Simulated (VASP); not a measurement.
Input of a VASP 6.6.1 run:

The input POSCAR:

```
ZnS
1.0
    3.8068506073      0.0000000000      0.0000000000
   -1.9034253037      3.2968293343      0.0000000000
    0.0000000000      0.0000000000      6.2475893693
Zn S
2 2
Direct
    0.3333333333      0.6666666667      0.0054009072
    0.6666666667      0.3333333333      0.5054009072
    0.3333333333      0.6666666667      0.3795990928
    0.6666666667      0.3333333333      0.8795990928
```

INCAR.step1

```
SYSTEM = ZnS
  ALGO = Normal
  EDIFF = 1E-5
  ENCUT = 520
  GGA = PE
  ISIF = 2
  ISMEAR = 0
  LASPH = .True.
  LREAL = .False.
  LWAVE = .True.
  NBANDS = 26
  NELM = 100
  PREC = Accurate
  SIGMA = 0.05
```

Contents of INCAR.step2:

```
SYSTEM = ZnS
  AEXX = 0.2
  AGGAC = 0.81
  AGGAX = 0.72
  ALDAC = 0.19
  ALGO = Normal
  EDIFF = 1E-6
  ENCUT = 520
  GGA = B3
  ISIF = 2
  ISMEAR = 0
  ISTART = 1
  LASPH = .True.
  LCHARG = .True.
  LELF = .True.
  LHFCALC = .True.
  LREAL = .False.
  LVHAR = .True.
  LWAVE = .False.
  NBANDS = 26
  NELM = 100
  PREC = Accurate
  PRECFOCK = Normal
  SIGMA = 0.05
```

The input KPOINTS:

```
k-points
0
Gamma
  4 4 2
  0 0 0
```

Potentials or basis: VASP PAW PBE potentials, release 64 (Zn, S).

Command:

```sh
$ cat potpaw_PBE.64/Zn/POTCAR potpaw_PBE.64/S/POTCAR > POTCAR
$ cp INCAR.step1 INCAR
$ mpirun -np 1 vasp_std > vasp.out
$ cp INCAR.step2 INCAR
$ mpirun -np 1 vasp_std > vasp.out
```

(1) Predict the largest force.

(2) Estimate the pressure.

(3) Estimate the band gap on the k mesh.

Results:

(1) 0.014 eV/Å.

(2) 4.4 GPa.

(3) 3.79 eV.

Caveat: the k points lie up to 0.50 Å⁻¹ apart; the PAW data sets were made with another functional, which shifts forces and pressure a little.
